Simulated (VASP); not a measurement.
# Te (Pm-3m) in VASP: a series of runs

The runs below take Te through single point, with BLYP.

All numbers are computed with VASP 6.6.1; they aren't measurements. Logs are shortened: lines on timing, memory, paths and dates and some standing lists are left out, and cuts for length are marked.

## 1. The cell of the first run

The structure is cubic, space group Pm-3m (No. 221). The conventional cell has a = 3.157 Å, b = 3.157 Å, c = 3.157 Å, α = 90.00°, β = 90.00°, γ = 90.00°. Within 4.2 Å of Te (site symmetry m-3m) lie 6 Te at 3.16 Å.

This isn't the form of Te at room conditions, which is trigonal, of chains.

## 2. Single point, BLYP (31.47 Å³/atom)

INCAR reads:

```
PREC     = Accurate       # precision mode
ENCUT    = 520            # plane-wave cutoff, eV
EDIFF    = 1E-6           # SCF threshold, eV
ISMEAR   = -1             # smearing method
SIGMA    = 0.1            # smearing width, eV
LREAL    = False          # projectors in reciprocal space
LASPH    = True           # aspherical terms in the spheres
NELM     = 60             # most SCF steps
ALGO     = Normal         # electronic algorithm
ISIF     = 2              # what is computed and relaxed
LWAVE    = False          # write WAVECAR
LCHARG   = False          # write CHGCAR
GGA      = B5             # functional
ALDAX    = 1.0          
AGGAX    = 1.0          
AGGAC    = 1.0          
ALDAC    = 0.0          
NBANDS   = 9              # bands
```

KPOINTS reads:

```
Automatic mesh
0
Gamma
  11 11 11
```

POSCAR reads:

```
Te
1.0
    3.1571028562      0.0000000000      0.0000000000
    0.0000000000      3.1571028562      0.0000000000
    0.0000000000      0.0000000000      3.1571028562
Te
1
Direct
    0.0000000000      0.0000000000      0.0000000000
```

Potentials or basis: VASP PAW PBE potentials, release 64 (Te).

Run with:

```bash
> cat potpaw_PBE.64/Te/POTCAR > POTCAR
> mpirun -np 1 vasp_std > vasp.out
```

OUTCAR:

```text
PREC = Accurate
   ENCUT = 520
   EDIFF = 1E-6
   ISMEAR = -1
   LREAL = False
   LASPH = True
   NELM = 60
   ISIF = 2
   GGA = B5

 ion  position               nearest neighbor table
   1  0.000  0.000  0.000-

  LATTYP: Found a simple cubic cell.
 ALAT       =     3.1571028562

  Lattice vectors:

 A1 = (   3.1571028562,   0.0000000000,   0.0000000000)
 A2 = (   0.0000000000,   3.1571028562,   0.0000000000)
 A3 = (   0.0000000000,   0.0000000000,   3.1571028562)

Analysis of symmetry for initial positions (statically):
=====================================================================
 Subroutine PRICEL returns:
 Original cell was already a primitive cell.

 Routine SETGRP: Setting up the symmetry group for a
 simple cubic supercell.

 Subroutine GETGRP returns: Found 48 space group operations
 (whereof 48 operations were pure point group operations)
 out of a pool of 48 trial point group operations.

The static configuration has the point symmetry O_h .

Analysis of symmetry for dynamics (positions and initial velocities):
=====================================================================
 Subroutine PRICEL returns:
 Original cell was already a primitive cell.

 Routine SETGRP: Setting up the symmetry group for a
 simple cubic supercell.

 Subroutine GETGRP returns: Found 48 space group operations
 (whereof 48 operations were pure point group operations)
 out of a pool of 48 trial point group operations.

The dynamic configuration has the point symmetry O_h .

 Subroutine INISYM returns: Found 48 space group operations
 (whereof 48 operations are pure point group operations),
 and found     1 'primitive' translations

----------------------------------------------------------------------------------------

                                     Primitive cell

  volume of cell :      31.4678

  direct lattice vectors                    reciprocal lattice vectors
     3.157102856  0.000000000  0.000000000     0.316746095  0.000000000  0.000000000
     0.000000000  3.157102856  0.000000000     0.000000000  0.316746095  0.000000000
     0.000000000  0.000000000  3.157102856     0.000000000  0.000000000  0.316746095

  length of vectors
     3.157102856  3.157102856  3.157102856     0.316746095  0.316746095  0.316746095

  position of ions in fractional coordinates (direct lattice)
     0.000000000  0.000000000  0.000000000

  ion indices of the primitive-cell ions
   primitive index   ion index
                 1           1

----------------------------------------------------------------------------------------

 KPOINTS: Automatic mesh

Automatic generation of k-mesh.
 Grid dimensions read from file:
 generate k-points for:   11   11   11

 Generating k-lattice:

  Cartesian coordinates                     Fractional coordinates (reciprocal lattice)
     0.028795100  0.000000000  0.000000000     0.090909091  0.000000000  0.000000000
     0.000000000  0.028795100  0.000000000     0.000000000  0.090909091  0.000000000
     0.000000000  0.000000000  0.028795100     0.000000000  0.000000000  0.090909091

  Length of vectors
     0.028795100  0.028795100  0.028795100

  Shift w.r.t. Gamma in fractional coordinates (k-lattice)
     0.000000000  0.000000000  0.000000000

 Subroutine IBZKPT returns following result:
 ===========================================

 Found     56 irreducible k-points:

 Following reciprocal coordinates:
            Coordinates               Weight
  0.000000  0.000000  0.000000      1.000000
  0.090909  0.000000  0.000000      6.000000
  0.181818  0.000000  0.000000      6.000000
  0.272727  0.000000  0.000000      6.000000
  0.363636  0.000000  0.000000      6.000000
  0.454545  0.000000  0.000000      6.000000
[... 16 lines left out ...]
  0.181818  0.090909  0.090909     24.000000
  0.272727  0.090909  0.090909     24.000000
 [... further k-points ...]
   k-points           NKPTS =     56   k-points in BZ     NKDIM =     56   number of bands    NBANDS=      9
   number of dos      NEDOS =    301   number of ions     NIONS =      1
   total plane-waves  NPLWV =  13824
   dimension x,y,z NGX =    24 NGY =   24 NGZ =   24
   dimension x,y,z NGXF=    48 NGYF=   48 NGZF=   48
   ions per type =               1
   NGX,Y,Z   is equivalent  to a cutoff of  12.64, 12.64, 12.64 a.u.
   NGXF,Y,Z  is equivalent  to a cutoff of  25.28, 25.28, 25.28 a.u.
 SYSTEM =  unknown system
   PREC   = accura    normal or accurate (medium, high low for compatibility)
   ISTART =      0    job   : 0-new  1-cont  2-samecut
   ICHARG =      2    charge: 1-file 2-atom 10-const
   ISPIN  =      1    spin polarized calculation?
   LNONCOLLINEAR =      F non collinear calculations
   LSORBIT =      F    spin-orbit coupling
   LASPH  =      T    aspherical Exc in radial PAW
   ENCUT  =  520.0 eV  38.22 Ry    6.18 a.u.   5.87  5.87  5.87*2*pi/ulx,y,z
   NELM   =     60;   NELMIN=  2; NELMDL= -5     # of ELM steps
   EDIFF  = 0.1E-05   stopping-criterion for ELM
   LREAL  =      F    real-space projection
   EDIFFG = 0.1E-04   stopping-criterion for IOM
   NSW    =      0    number of steps for IOM
   IBRION =     -1    ionic relax: 0-MD 1-quasi-New 2-CG
   NFREE  =      0    steps in history (QN), initial steepest desc. (CG)
   ISIF   =      2    stress and relaxation
   ISYM   =      2    0-nonsym 1-usesym 2-fastsym
   POTIM  = 0.5000    time-step for ionic-motion
   TEBEG  =    0.0;   TEEND  =   0.0 temperature during run
   PSTRESS=    0.0 pullay stress
   NELECT =       6.0000    total number of electrons
   NUPDOWN=      -1.0000    fix difference up-down
   EMIN   =  10.00;   EMAX   =-10.00  energy-range for DOS
   EFERMI =   0.00;   METHOD = LEGACY
   ISMEAR =    -1;   SIGMA  =   0.10  broadening in eV -4-tet -1-fermi 0-gaus
   EFERMI_NEDOS =   21; number of points for ismear=-14 and -15
   IALGO  =     38    algorithm
   IMIX   =      4    mixing-type and parameters
     AMIX     =   0.40;   BMIX     =  1.00
     AMIX_MAG =   1.60;   BMIX_MAG =  1.00
  volume/ion in A,a.u.               =      31.47       212.36
  Fermi-wavevector in a.u.,A,eV,Ry     =   0.942258  1.780609 12.079935  0.887850
  Thomas-Fermi vector in A             =   2.069850
   LORBIT       =      0    0 simple, 1 ext, 2 COOP (PROOUT), +10 PAW based schemes
   GGA     = B5    functional components
   LHFCALC =     F    Hartree Fock is set to
   AEXX    =    0.0000 exact exchange contribution
   IVDW    =     0    specifies the selected vdW correction
   LEPSILON=     F    determine dielectric tensor
   LRPA    =     F    only Hartree local field effects (RPA)
 non-spin polarized calculation
  energy-cutoff  :      520.00
  volume of cell :       31.47
 maximum number of plane-waves:       872
 NGX is ok and might be reduce to    24
   NGX = 11   NGY = 11   NGZ = 11

 number of electron       5.9999999 magnetization

 Free energy of the ion-electron system (eV)
  ---------------------------------------------------
  ext. energy  EPLUGINS =         0.00000000
  ---------------------------------------------------
  free energy    TOTEN  =        -2.40636488 eV

  energy without entropy =       -2.38873130  energy(sigma->0) =       -2.39754809

 E-fermi :   7.4029     XC(G=0):  -8.7999

 val. band max:        7.3851605671   @ k =   0.3636   0.1818   0.1818
 cond. band min:       7.5323002124   @ k =   0.0909   0.0000   0.0000
 fundamental gap:      0.1471396453
 Fermi energy:         7.4029455283

 k-point     1 :       0.0000    0.0000    0.0000
  band No.  band energies     occupation
      1      -6.4966      2.00000
      2       8.5964      0.00001
      3       8.5964      0.00001
      4       8.5964      0.00001
      5      13.5766      0.00000
      6      13.5766      0.00000
      7      14.4212      0.00000
      8      25.1222      0.00000
      9      25.1223      0.00000

 k-point     2 :       0.0909    0.0000    0.0000
  band No.  band energies     occupation
      1      -6.3960      2.00000
      2       7.5323      0.43051
      3       8.6873      0.00001
      4       8.6873      0.00001
      5      13.6676      0.00000
      6      14.1103      0.00000
      7      15.2561      0.00000
      8      23.5447      0.00000
      9      23.5447      0.00000

 k-point     3 :       0.1818    0.0000    0.0000
  band No.  band energies     occupation
      1      -6.1033      2.00000
      2       5.6153      2.00000
      3       8.9452      0.00000
      4       8.9452      0.00000
      5      13.9351      0.00000
      6      14.5262      0.00000
      7      17.6357      0.00000
      8      21.7379      0.00000
      9      21.7379      0.00000

 k-point     4 :       0.2727    0.0000    0.0000
  band No.  band energies     occupation
      1      -5.6542      2.00000
      2       3.7576      2.00000
      3       9.3207      0.00000
      4       9.3207      0.00000
      5      14.3575      0.00000
      6      15.0772      0.00000
      7      19.9036      0.00000
      8      20.1670      0.00000
      9      20.1670      0.00000
[... 205 lines left out ...]
 k-point    22 :       0.0909    0.0909    0.0909
  band No.  band energies     occupation
      1      -6.1944      2.00000
      2       7.6761      0.12226
      3       7.6761      0.12226
      4       7.8090      0.03390
      5      15.0580      0.00000
      6      15.0580      0.00000
      7      15.7643      0.00000
      8      22.0559      0.00000
      9      22.0560      0.00000

 k-point    23 :       0.1818    0.0909    0.0909
  band No.  band energies     occupation
      1      -5.9015      2.00000
      2       5.8044      2.00000
      3       7.9373      0.00951
      4       8.0430      0.00332
      5      15.3137      0.00000
      6      15.7339      0.00000
      7      17.6487      0.00000
      8      20.1720      0.00000
      9      20.5967      0.00000

 k-point    24 :       0.2727    0.0909    0.0909
  band No.  band energies     occupation
      1      -5.4519      2.00000
      2       3.9490      2.00000
      3       8.3214      0.00021
      4       8.4504      0.00006
      5      15.7065      0.00000
      6      16.0290      0.00000
      7      18.4170      0.00000
      8      18.5424      0.00000
      9      21.1478      0.00000

 [... further k-points ...]
[... 5 lines left out ...]
  --------------------------------------------------------------------------------------
  -------------------------------------------------------------------------------------
  Total        1.3593211      1.3593211      1.3593211      0.0000000      0.0000000     -0.0000000
  in kB       69.2096197     69.2096197     69.2096197      0.0000000      0.0000000     -0.0000000
  external PRESSURE =      69.2096197 kB  Pullay stress =       0.0000000 kB

 VOLUME and BASIS-vectors are now :
 -----------------------------------------------------------------------------
  energy-cutoff  :      520.00
  volume of cell :       31.47
      direct lattice vectors                 reciprocal lattice vectors
     3.157102856  0.000000000  0.000000000     0.316746095  0.000000000  0.000000000
     0.000000000  3.157102856  0.000000000     0.000000000  0.316746095  0.000000000
     0.000000000  0.000000000  3.157102856     0.000000000  0.000000000  0.316746095

 POSITION                                       TOTAL-FORCE (eV/Angst)
 -----------------------------------------------------------------------------------
      0.00000      0.00000      0.00000         0.000000      0.000000      0.000000
 -----------------------------------------------------------------------------------
    total drift:                               -0.000000     -0.000000     -0.000000

  FREE ENERGIE OF THE ION-ELECTRON SYSTEM (eV)
  ---------------------------------------------------
  free  energy   TOTEN  =        -2.4063648791 eV

  energy  without entropy=       -2.3887312984  energy(sigma->0) =       -2.39754809
```

It took 13 s on 1 thread of AMD EPYC 7R43 (Zen 3), shared host; peak memory 0.11 GiB.

Results:

- Free energy: -2.4064 eV
- Pressure: 6.9 GPa
- Band gap on the k mesh: zero (bands 3 and 4 overlap by 5.58 eV)

Caveat: the cell stands under pressure; the PAW data sets were made with another functional, which shifts forces and pressure a little; spin-orbit coupling is left out, which moves the levels of the heavy elements.

## 3. Single point, BLYP (32.90 Å³/atom)

This run uses another cell than the first one, of 32.90 Å³/atom.

INCAR reads:

```
SYSTEM = Te
PREC = Accurate
ENCUT = 520
EDIFF = 1E-6
ISMEAR = -1
SIGMA = 0.1
LREAL = .FALSE.
LASPH = .TRUE.
NELM = 60
ALGO = Normal
ISIF = 2
LWAVE = .FALSE.
LCHARG = .TRUE.
GGA = B5
ALDAX = 1.0
AGGAX = 1.0
AGGAC = 1.0
ALDAC = 0.0
LELF = .TRUE.
LVHAR = .TRUE.
NBANDS = 9
```

KPOINTS reads:

```
Automatic mesh
0
G
  11 11 11
  0 0 0
```

POSCAR reads:

```
Te
1.0
    3.2042307425      0.0000000000      0.0000000000
    0.0000000000      3.2042307425      0.0000000000
    0.0000000000      0.0000000000      3.2042307425
Te
1
Direct
    0.0000000000      0.0000000000      0.0000000000
```

Potentials or basis: VASP PAW PBE potentials, release 64 (Te).

Run with:

```bash
> cat potpaw_PBE.64/Te/POTCAR > POTCAR
> mpirun -np 1 vasp_std > vasp.out
```

It took 13 s on 1 thread of AMD EPYC 7R43 (Zen 3), shared host; peak memory 0.11 GiB.

Results (log left out):

- Free energy: -2.4549 eV
- Pressure: 4.1 GPa
- Band gap on the k mesh: zero (bands 3 and 4 overlap by 5.28 eV)

Levels at points of the mesh, in eV from the Fermi level:
```
           k point  band 1  band 2  band 3  band 4  band 5  band 6  band 7  band 8
(0.00, 0.00, 0.00)  -13.55    1.15    1.15    1.15    6.23    6.23    6.84   17.41
```

Caveat: the cell stands under pressure; the PAW data sets were made with another functional, which shifts forces and pressure a little; spin-orbit coupling is left out, which moves the levels of the heavy elements.

## 4. Single point, BLYP (34.33 Å³/atom)

This run uses another cell than the first one, of 34.33 Å³/atom.

INCAR reads:

```
SYSTEM = Te
PREC = Accurate
ENCUT = 520
EDIFF = 1E-7
ISMEAR = -1
SIGMA = 0.1
LREAL = .FALSE.
LASPH = .TRUE.
NELM = 80
ALGO = Normal
ISIF = 2
LWAVE = .FALSE.
LCHARG = .FALSE.
GGA = B5
ALDAX = 1.0
AGGAX = 1.0
AGGAC = 1.0
ALDAC = 0.0
NBANDS = 9
```

KPOINTS is that of step 3.

POSCAR reads:

```
Te
1.0
    3.2500116526      0.0000000000      0.0000000000
    0.0000000000      3.2500116526      0.0000000000
    0.0000000000      0.0000000000      3.2500116526
Te
1
Direct
    0.0000000000      0.0000000000      0.0000000000
```

Run with:

```bash
> cat potpaw_PBE.64/Te/POTCAR > POTCAR
> mpirun -np 1 vasp_std > vasp.out
```

It took 15 s on 1 thread of AMD EPYC 7R43 (Zen 3), shared host; peak memory 0.11 GiB.

Results (log left out):

```yaml
Free_energy: -2.4809 eV
Pressure: 1.8 GPa
Band_gap_on_the_k_mesh: zero (bands 3 and 4 overlap by 5.00 eV)
```

Levels at points of the mesh, in eV from the Fermi level:
```tsv
k point	band 1	band 2	band 3	band 4	band 5	band 6	band 7
(0.00, 0.00, 0.00)	-13.23	1.10	1.10	1.10	6.29	6.29	6.67
```

Caveat: the PAW data sets were made with another functional, which shifts forces and pressure a little; spin-orbit coupling is left out, which moves the levels of the heavy elements.

(Continued in part 2 of 2.)
